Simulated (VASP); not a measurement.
# Ru (P6/mmm) in VASP: further runs

The runs below take Ru through single point, with BLYP.

Everything below comes from runs of VASP 6.6.1. Logs are shortened: lines on timing, memory, paths and dates and some standing lists are left out, and cuts for length are marked.

## Step 1: The cell of the first run

Symmetry: P6/mmm, No. 191, hexagonal system. Conventional cell: a = 4.273 Å, b = 4.273 Å, c = 2.696 Å, α = 90.00°, β = 90.00°, γ = 120.00°. Within 3.6 Å of Ru (site symmetry 6/mmm) lie 14 Ru at 2.70 to 2.81 Å. Ru (site symmetry -6m2) has 11 Ru at 2.47 to 2.81 Å within 3.3 Å.

## Step 2: Single point, BLYP (volume scaled by 0.96)

INCAR reads:

```
  PREC = Accurate
  ENCUT = 520
  EDIFF = 1E-6
  ISMEAR = -1
  SIGMA = 0.1
  LREAL = False
  LASPH = True
  NELM = 80
  ALGO = Normal
  ISIF = 2
  LWAVE = False
  LCHARG = False
  GGA = B5
  ALDAX = 1.0
  AGGAX = 1.0
  AGGAC = 1.0
  ALDAC = 0.0
  NBANDS = 28
```

KPOINTS reads:

```
Automatic mesh
0
Gamma
  10 10 13
```

POSCAR reads:

```
Ru
1.0
    4.2734297490      0.0000000000      0.0000000000
   -2.1367148745      3.7008987239      0.0000000000
    0.0000000000      0.0000000000      2.6958268073
Ru
3
Direct
    0.0000000000      0.0000000000      0.0000000000
    0.3333333333      0.6666666667      0.5000000000
    0.6666666667      0.3333333333      0.5000000000
```

Potentials or basis: VASP PAW PBE potentials, release 64 (Ru_pv).

Started as:

```sh
$ cat potpaw_PBE.64/Ru_pv/POTCAR > POTCAR
$ mpirun -np 1 vasp_std > vasp.out
```

OUTCAR:

```text
PREC = Accurate
   ENCUT = 520
   EDIFF = 1E-6
   ISMEAR = -1
   LREAL = False
   LASPH = True
   NELM = 80
   ISIF = 2
   GGA = B5

 ion  position               nearest neighbor table
   1  0.000  0.000  0.000-   2 2.81   3 2.81   2 2.81   3 2.81   2 2.81   2 2.81   3 2.81   3 2.81
                             3 2.81   3 2.81   2 2.81   2 2.81
   2  0.333  0.667  0.500-   3 2.47   3 2.47   3 2.47   1 2.81   1 2.81   1 2.81   1 2.81   1 2.81
                             1 2.81
   3  0.667  0.333  0.500-   2 2.47   2 2.47   2 2.47   1 2.81   1 2.81   1 2.81   1 2.81   1 2.81
                             1 2.81

  LATTYP: Found a hexagonal cell.
 ALAT       =     4.2734297490
 C/A-ratio  =     0.6308344739

  Lattice vectors:

 A1 = (   4.2734297490,   0.0000000000,   0.0000000000)
 A2 = (  -2.1367148745,   3.7008987239,   0.0000000000)
 A3 = (   0.0000000000,   0.0000000000,   2.6958268073)

Analysis of symmetry for initial positions (statically):
=====================================================================
 Subroutine PRICEL returns:
 Original cell was already a primitive cell.

 Routine SETGRP: Setting up the symmetry group for a
 hexagonal supercell.

 Subroutine GETGRP returns: Found 24 space group operations
 (whereof 24 operations were pure point group operations)
 out of a pool of 24 trial point group operations.

The static configuration has the point symmetry D_6h.

Analysis of symmetry for dynamics (positions and initial velocities):
=====================================================================
 Subroutine PRICEL returns:
 Original cell was already a primitive cell.

 Routine SETGRP: Setting up the symmetry group for a
 hexagonal supercell.

 Subroutine GETGRP returns: Found 24 space group operations
 (whereof 24 operations were pure point group operations)
 out of a pool of 24 trial point group operations.

The dynamic configuration has the point symmetry D_6h.

 Subroutine INISYM returns: Found 24 space group operations
 (whereof 24 operations are pure point group operations),
 and found     1 'primitive' translations

----------------------------------------------------------------------------------------

                                     Primitive cell

  volume of cell :      42.6359

  direct lattice vectors                    reciprocal lattice vectors
     4.273429749  0.000000000  0.000000000     0.234004081  0.135102319  0.000000000
    -2.136714874  3.700898724  0.000000000     0.000000000  0.270204638  0.000000000
     0.000000000  0.000000000  2.695826807     0.000000000  0.000000000  0.370943711

  length of vectors
     4.273429749  4.273429749  2.695826807     0.270204638  0.270204638  0.370943711

  position of ions in fractional coordinates (direct lattice)
     0.000000000  0.000000000  0.000000000
     0.333333333  0.666666667  0.500000000
     0.666666667  0.333333333  0.500000000

  ion indices of the primitive-cell ions
   primitive index   ion index
                 1           1
                 2           2
                 3           3

----------------------------------------------------------------------------------------

 KPOINTS: Automatic mesh

Automatic generation of k-mesh.
 Grid dimensions read from file:
 generate k-points for:   10   10   13

 Generating k-lattice:

  Cartesian coordinates                     Fractional coordinates (reciprocal lattice)
     0.023400408  0.013510232  0.000000000     0.100000000  0.000000000  0.000000000
     0.000000000  0.027020464  0.000000000     0.000000000  0.100000000  0.000000000
     0.000000000  0.000000000  0.028534132     0.000000000  0.000000000  0.076923077

  Length of vectors
     0.027020464  0.027020464  0.028534132

  Shift w.r.t. Gamma in fractional coordinates (k-lattice)
     0.000000000  0.000000000  0.000000000

 Subroutine IBZKPT returns following result:
 ===========================================

 Found     98 irreducible k-points:

 Following reciprocal coordinates:
            Coordinates               Weight
  0.000000  0.000000  0.000000      1.000000
  0.100000 -0.000000  0.000000      6.000000
  0.200000 -0.000000  0.000000      6.000000
  0.300000 -0.000000  0.000000      6.000000
  0.400000  0.000000  0.000000      6.000000
  0.500000 -0.000000  0.000000      3.000000
[... 16 lines left out ...]
  0.300000  0.100000  0.076923     24.000000
  0.400000  0.100000  0.076923     24.000000
 [... further k-points ...]
   k-points           NKPTS =     98   k-points in BZ     NKDIM =     98   number of bands    NBANDS=     28
   number of dos      NEDOS =    301   number of ions     NIONS =      3
   total plane-waves  NPLWV =  20480
   dimension x,y,z NGX =    32 NGY =   32 NGZ =   20
   dimension x,y,z NGXF=    64 NGYF=   64 NGZF=   40
   ions per type =               3
   NGX,Y,Z   is equivalent  to a cutoff of  12.45, 12.45, 12.33 a.u.
   NGXF,Y,Z  is equivalent  to a cutoff of  24.90, 24.90, 24.67 a.u.
 SYSTEM =  unknown system
   PREC   = accura    normal or accurate (medium, high low for compatibility)
   ISTART =      0    job   : 0-new  1-cont  2-samecut
   ICHARG =      2    charge: 1-file 2-atom 10-const
   ISPIN  =      1    spin polarized calculation?
   LNONCOLLINEAR =      F non collinear calculations
   LSORBIT =      F    spin-orbit coupling
   LASPH  =      T    aspherical Exc in radial PAW
   ENCUT  =  520.0 eV  38.22 Ry    6.18 a.u.   7.95  7.95  5.01*2*pi/ulx,y,z
   NELM   =     80;   NELMIN=  2; NELMDL= -5     # of ELM steps
   EDIFF  = 0.1E-05   stopping-criterion for ELM
   LREAL  =      F    real-space projection
   EDIFFG = 0.1E-04   stopping-criterion for IOM
   NSW    =      0    number of steps for IOM
   IBRION =     -1    ionic relax: 0-MD 1-quasi-New 2-CG
   NFREE  =      0    steps in history (QN), initial steepest desc. (CG)
   ISIF   =      2    stress and relaxation
   ISYM   =      2    0-nonsym 1-usesym 2-fastsym
   POTIM  = 0.5000    time-step for ionic-motion
   TEBEG  =    0.0;   TEEND  =   0.0 temperature during run
   PSTRESS=    0.0 pullay stress
   NELECT =      42.0000    total number of electrons
   NUPDOWN=      -1.0000    fix difference up-down
   EMIN   =  10.00;   EMAX   =-10.00  energy-range for DOS
   EFERMI =   0.00;   METHOD = LEGACY
   ISMEAR =    -1;   SIGMA  =   0.10  broadening in eV -4-tet -1-fermi 0-gaus
   EFERMI_NEDOS =   21; number of points for ismear=-14 and -15
   IALGO  =     38    algorithm
   IMIX   =      4    mixing-type and parameters
     AMIX     =   0.40;   BMIX     =  1.00
     AMIX_MAG =   1.60;   BMIX_MAG =  1.00
  volume/ion in A,a.u.               =      14.21        95.91
  Fermi-wavevector in a.u.,A,eV,Ry     =   1.628918  3.078210 36.101363  2.653375
  Thomas-Fermi vector in A             =   2.721470
   LORBIT       =      0    0 simple, 1 ext, 2 COOP (PROOUT), +10 PAW based schemes
   GGA     = B5    functional components
   LHFCALC =     F    Hartree Fock is set to
   AEXX    =    0.0000 exact exchange contribution
   IVDW    =     0    specifies the selected vdW correction
   LEPSILON=     F    determine dielectric tensor
   LRPA    =     F    only Hartree local field effects (RPA)
 non-spin polarized calculation
  energy-cutoff  :      520.00
  volume of cell :       42.64
 maximum number of plane-waves:      1168
 NGX is ok and might be reduce to    32
   NGX = 15   NGY = 15   NGZ = 11

 number of electron      42.0000010 magnetization

 Free energy of the ion-electron system (eV)
  ---------------------------------------------------
  ext. energy  EPLUGINS =         0.00000000
  ---------------------------------------------------
  free energy    TOTEN  =       -23.10228193 eV

  energy without entropy =      -22.98085572  energy(sigma->0) =      -23.04156882

 E-fermi :  12.7357     XC(G=0): -13.1551

 val. band max:       12.7345142405   @ k =   0.5000  -0.0000   0.3077
 cond. band min:      12.7403563163   @ k =   0.0000   0.0000   0.3077
 fundamental gap:      0.0058420758
 Fermi energy:        12.7357467263

 k-point     1 :       0.0000    0.0000    0.0000
  band No.  band energies     occupation
      1     -30.6821      2.00000
      2     -30.6821      2.00000
      3     -30.2707      2.00000
      4     -30.2707      2.00000
      5     -30.0239      2.00000
      6     -29.7811      2.00000
[... 20 lines left out ...]
     27      22.1726      0.00000
     28      22.1741      0.00000

 k-point     2 :       0.1000   -0.0000    0.0000
  band No.  band energies     occupation
      1     -30.7053      2.00000
      2     -30.6841      2.00000
      3     -30.2417      2.00000
      4     -30.2357      2.00000
      5     -30.0168      2.00000
      6     -29.7850      2.00000
[... 20 lines left out ...]
     27      20.5115      0.00000
     28      22.4643      0.00000

 k-point     3 :       0.2000   -0.0000    0.0000
  band No.  band energies     occupation
      1     -30.7559      2.00000
      2     -30.6736      2.00000
      3     -30.1738      2.00000
      4     -30.1536      2.00000
      5     -29.9964      2.00000
      6     -29.8575      2.00000
[... 20 lines left out ...]
     27      18.8878      0.00000
     28      22.5440      0.00000

 k-point     4 :       0.3000   -0.0000    0.0000
  band No.  band energies     occupation
      1     -30.8067      2.00000
      2     -30.6286      2.00000
      3     -30.0966      2.00000
      4     -30.0684      2.00000
      5     -29.9914      2.00000
      6     -29.9656      2.00000
[... 578 lines left out ...]
     27      17.8800      0.00000
     28      22.7848      0.00000

 k-point    23 :       0.3000    0.1000    0.0769
  band No.  band energies     occupation
      1     -30.8090      2.00000
      2     -30.5951      2.00000
      3     -30.1113      2.00000
      4     -30.0491      2.00000
      5     -30.0271      2.00000
      6     -29.9547      2.00000
[... 20 lines left out ...]
     27      16.5671      0.00000
     28      22.7776      0.00000

 k-point    24 :       0.4000    0.1000    0.0769
  band No.  band energies     occupation
      1     -30.8297      2.00000
      2     -30.5149      2.00000
      3     -30.2343      2.00000
      4     -30.0062      2.00000
      5     -29.9921      2.00000
      6     -29.9166      2.00000
[... 20 lines left out ...]
     27      15.4247      0.00000
     28      22.7791      0.00000

 [... further k-points ...]
[... 5 lines left out ...]
  --------------------------------------------------------------------------------------
  -------------------------------------------------------------------------------------
  Total        3.3656117      3.3656117      2.9636111      0.0000000     -0.0000000      0.0000000
  in kB      126.4732952    126.4732952    111.3668753      0.0000000     -0.0000000      0.0000000
  external PRESSURE =     121.4378219 kB  Pullay stress =       0.0000000 kB

 VOLUME and BASIS-vectors are now :
 -----------------------------------------------------------------------------
  energy-cutoff  :      520.00
  volume of cell :       42.64
      direct lattice vectors                 reciprocal lattice vectors
     4.273429749  0.000000000  0.000000000     0.234004081  0.135102319  0.000000000
    -2.136714874  3.700898724  0.000000000     0.000000000  0.270204638  0.000000000
     0.000000000  0.000000000  2.695826807     0.000000000  0.000000000  0.370943711

 POSITION                                       TOTAL-FORCE (eV/Angst)
 -----------------------------------------------------------------------------------
      0.00000      0.00000      0.00000        -0.000000      0.000000      0.000000
     -0.00000      2.46727      1.34791         0.000000      0.000000      0.000000
      2.13671      1.23363      1.34791        -0.000000      0.000000      0.000000
 -----------------------------------------------------------------------------------
    total drift:                               -0.000000      0.000000      0.000000

  FREE ENERGIE OF THE ION-ELECTRON SYSTEM (eV)
  ---------------------------------------------------
  free  energy   TOTEN  =       -23.1022819273 eV

  energy  without entropy=      -22.9808557165  energy(sigma->0) =      -23.04156882
```

Run time: 34 s. Hardware: 1 thread of Intel Xeon 6975P-C (Granite Rapids), shared host; peak memory 0.21 GiB.

Results:

| Item | Value |
| --- | --- |
| Free energy | -23.1023 eV |
| Pressure | 12.1 GPa |
| Band gap on the k mesh | zero (band 21 reaches 13.70 eV, above the bottom of band 22 at 11.41 eV) |

Caveat: the cell differs from its parent crystal (volume scaled by 0.96); the PAW data sets were made with another functional, which shifts forces and pressure a little.

## Step 3: Single point, BLYP

This run uses another cell than the first one, of 14.80 Å³/atom, 1.042 times its volume.

INCAR reads:

```
AGGAC = 1.0 ; AGGAX = 1.0
ALDAC = 0.0 ; ALDAX = 1.0
ALGO = Normal ; EDIFF = 1E-7
ENCUT = 520 ; GGA = B5
ISIF = 2 ; ISMEAR = -1
LASPH = T ; LCHARG = F
LREAL = F ; LWAVE = F
NBANDS = 28 ; NELM = 80
PREC = Accurate ; SIGMA = 0.1
```

KPOINTS reads:

```
k-points
0
Gamma
  10 10 13
```

POSCAR reads:

```
Ru
1.0
    4.3319771579      0.0000000000      0.0000000000
   -2.1659885789      3.7516022674      0.0000000000
    0.0000000000      0.0000000000      2.7327605312
Ru
3
Direct
    0.0000000000      0.0000000000      0.0000000000
    0.3333333333      0.6666666667      0.5000000000
    0.6666666667      0.3333333333      0.5000000000
```

Potentials or basis: VASP PAW PBE potentials, release 64 (Ru_pv).

Started as:

```sh
$ cat potpaw_PBE.64/Ru_pv/POTCAR > POTCAR
$ mpirun -np 1 vasp_std > vasp.out
```

It took 37 s on 1 thread of Intel Xeon 6975P-C (Granite Rapids), shared host; peak memory 0.21 GiB.

Results (log left out):

| Quantity | Value |
| --- | --- |
| Free energy | -23.1722 eV |
| Pressure | 0.7 GPa |
| Band gap on the k mesh | zero (band 21 reaches 12.93 eV, above the bottom of band 22 at 10.78 eV) |

Levels at points of the mesh, in eV from the Fermi level:
```csv
k point,band 19,band 20,band 21,band 22,band 23,band 24
"(0.00, 0.00, 0.00)",-1.94,-1.34,-1.34,-1.23,-1.23,1.48
"(0.50, 0.00, 0.00)",-1.10,-1.02,0.36,0.67,0.71,0.72
```

Caveat: the PAW data sets were made with another functional, which shifts forces and pressure a little.
